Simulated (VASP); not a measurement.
## Si62Sb (a cell with a defect): single point with PBE+D3(BJ)

The system is Si62Sb (a cell with a defect).

```
Si Sb
1.0
    10.86000    0.00000    0.00000
     0.00000   10.86000    0.00000
     0.00000    0.00000   10.86000
Si Sb
62 1
Direct
  0.50355 0.00367 0.99631
  0.62480 0.12740 0.12347
  0.75046 0.25206 0.99971
  0.87592 0.37446 0.12562
  0.74835 0.00046 0.24684
  0.87391 0.12443 0.37576
  0.99896 0.00118 0.99883
  0.12515 0.12489 0.12272
  0.24898 0.25100 0.99884
  0.37411 0.37500 0.12398
  0.49692 0.50165 0.99957
  0.62981 0.62020 0.11950
  0.74836 0.75326 0.99960
  0.87507 0.87603 0.12406
  0.24675 0.00345 0.25335
  0.37375 0.12740 0.37455
  0.49945 0.25104 0.24919
  0.62450 0.37531 0.37432
  0.74964 0.50049 0.25057
  0.87471 0.62571 0.37434
  0.49694 0.00047 0.49831
  0.62601 0.12449 0.62360
  0.74935 0.25087 0.49904
  0.87480 0.37539 0.62462
  0.75046 0.00031 0.74800
  0.87419 0.12584 0.87418
  0.99842 0.49987 0.99975
  0.12297 0.62550 0.12370
  0.24670 0.74668 0.99651
  0.00059 0.24965 0.25008
  0.12575 0.37639 0.37579
  0.24992 0.50178 0.24689
  0.37023 0.62054 0.37947
  0.62984 0.88049 0.37985
  0.99844 0.00031 0.50012
  0.12450 0.12576 0.62406
  0.24989 0.25196 0.50021
  0.37594 0.37440 0.62556
  0.50086 0.50054 0.49948
  0.62454 0.62569 0.62469
  0.74972 0.74954 0.49964
  0.87601 0.87442 0.62561
  0.24901 0.00107 0.74897
  0.37292 0.12514 0.87483
  0.50040 0.24970 0.75030
  0.62600 0.37643 0.87553
  0.74935 0.50099 0.74916
  0.87389 0.62426 0.87565
  0.99911 0.75072 0.24929
  0.12297 0.87628 0.37454
  0.99924 0.50092 0.49905
  0.12579 0.62411 0.62362
  0.24989 0.75307 0.49827
  0.37417 0.87600 0.62496
  0.99955 0.25069 0.74927
  0.12445 0.37595 0.87421
  0.24995 0.49972 0.74804
  0.37372 0.62541 0.87265
  0.49944 0.75076 0.74898
  0.62479 0.87652 0.87256
  0.00059 0.74980 0.75037
  0.12509 0.87725 0.87505
  0.40362 0.84687 0.15310
```

| Quantity | Value |
| --- | --- |
| Program | VASP 6.6.1 |
| Task | single point |
| Functional | PBE |
| Dispersion | D3(BJ) |
| Potentials or basis | VASP PAW PBE potentials, release 64 (Si, Sb) |
| Cutoff | 520 eV |
| k mesh | 1 × 1 × 1 |
| Occupations | fermi-dirac, width 0.05 eV |
| Spin | no spin polarisation |
| Dipole correction | no |
| Charge | 1 |
| Further INCAR settings | LREAL = Auto; ALGO = Normal; EDIFF = 1e-06; NBANDS = 164; NELECT = 252.0 |

The largest force is 0.039 eV/Å and the dispersion energy per atom is -0.320 eV.

Forces in eV/Å, atoms in the order of the input:
```
Si   0.013  0.017 -0.017
Si  -0.002 -0.003  0.002
Si  -0.004 -0.004 -0.001
Si  -0.001 -0.001 -0.002
Si   0.006  0.000 -0.010
Si  -0.005 -0.002  0.012
Si  -0.004 -0.010  0.007
Si   0.001  0.003 -0.011
Si   0.006  0.012  0.004
Si  -0.001  0.007 -0.001
Si  -0.013  0.001 -0.008
Si   0.012 -0.005  0.010
Si   0.005  0.007 -0.002
Si  -0.009  0.000 -0.002
Si  -0.020  0.018  0.008
Si  -0.002 -0.007  0.000
Si   0.001 -0.006  0.003
Si   0.005  0.009 -0.001
Si   0.000  0.002 -0.001
Si  -0.009  0.001  0.002
Si  -0.012  0.007  0.003
Si   0.015 -0.006 -0.003
Si  -0.005  0.001 -0.001
Si   0.007 -0.005  0.005
Si   0.000  0.000  0.000
Si   0.001  0.002 -0.001
Si   0.000  0.004  0.001
Si   0.000 -0.004 -0.006
Si  -0.017 -0.007 -0.017
Si   0.007 -0.003 -0.003
Si   0.003  0.004  0.010
Si  -0.003 -0.002 -0.006
Si  -0.002 -0.009  0.010
Si   0.011 -0.008  0.005
Si   0.001 -0.004 -0.002
Si  -0.003  0.000 -0.001
Si   0.005 -0.002 -0.002
Si  -0.010 -0.001  0.001
Si   0.001  0.003 -0.003
Si   0.004  0.001 -0.007
Si  -0.004 -0.005 -0.009
Si  -0.002  0.004  0.004
Si   0.005  0.000 -0.011
Si  -0.014 -0.002  0.002
Si  -0.002 -0.001  0.002
Si   0.014  0.001  0.004
Si  -0.003  0.000  0.000
Si  -0.007 -0.014  0.003
Si   0.004  0.000  0.001
Si   0.002  0.006  0.003
Si   0.002  0.003 -0.002
Si  -0.001 -0.008 -0.002
Si  -0.001  0.008 -0.002
Si  -0.002 -0.001 -0.006
Si  -0.006  0.004 -0.002
Si  -0.002 -0.001  0.001
Si   0.003  0.003  0.003
Si   0.000  0.001  0.004
Si   0.000 -0.003  0.003
Si  -0.003 -0.001  0.009
Si   0.008  0.007 -0.001
Si   0.001  0.013 -0.001
Sb   0.022 -0.023  0.022
```

Levels at points of the mesh, in eV from the Fermi level:
| k point | band 123 | band 124 | band 125 | band 126 | band 127 | band 128 | band 129 | band 130 |
| --- | --- | --- | --- | --- | --- | --- | --- | --- |
| (0.00, 0.00, 0.00) | -0.80 | -0.79 | -0.79 | -0.13 | 0.17 | 0.17 | 0.28 | 0.28 |

Wall time 3.8 min on 1 thread of Intel(R) Xeon(R) Platinum 8488C (Sapphire Rapids), with other jobs on the host, peak memory 1 GiB.

Caveat: the k points lie up to 0.58 Å⁻¹ apart; the cell carries a net charge on a neutralising background, which shifts energy and pressure; the cell is charged against a uniform background, so pressure and absolute levels hang on convention; spin-orbit coupling is left out, which moves the levels of the heavy elements.
